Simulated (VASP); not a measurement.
A run of VASP 6.6.1 is set up as follows.

INCAR

```
SYSTEM = Mo
ALGO     = Fast           ! electronic algorithm
EDIFF    = 1E-6           ! SCF threshold, eV
ENCUT    = 520            ! plane-wave cutoff, eV
GGA      = PE             ! functional
ISIF     = 2              ! what is computed and relaxed
ISMEAR   = 0              ! smearing method
LASPH    = .TRUE.         ! aspherical terms in the spheres
LCHARG   = .TRUE.         ! write CHGCAR
LELF     = .TRUE.         ! ELF
LREAL    = .FALSE.        ! projectors in reciprocal space
LVHAR    = .TRUE.       
LWAVE    = .FALSE.        ! write WAVECAR
NBANDS   = 13             ! bands
NELM     = 60             ! most SCF steps
PREC     = Accurate       ! precision mode
SIGMA    = 0.15           ! smearing width, eV
```

The input KPOINTS:

```
k-points
0
G
  22 22 22
  0 0 0
```

Contents of POSCAR:

```
Mo
1.0
    0.0000000000      2.1067344132      1.8052607186
    2.1067344132      0.0000000000      1.8052607186
    2.1067344132      2.1067344132      0.0000000000
Mo
1
Direct
    0.0000000000      0.0000000000      0.0000000000
```

Potentials or basis: VASP PAW PBE potentials, release 64 (Mo_sv).

Command:

```sh
$ cat potpaw_PBE.64/Mo_sv/POTCAR > POTCAR
$ mpirun -np 1 vasp_std > vasp.out
```

Question: What does it give for the pressure?

Answer: 0.0 GPa.

Question: Estimate the band gap on the k mesh.

Answer: Zero (band 7 reaches 15.73 eV, above the bottom of band 8 at 11.14 eV).

Stress tensor (GPa, compression positive):
```
  8.92   0.00   0.00
  0.00   8.92   0.00
  0.00   0.00 -17.85
```
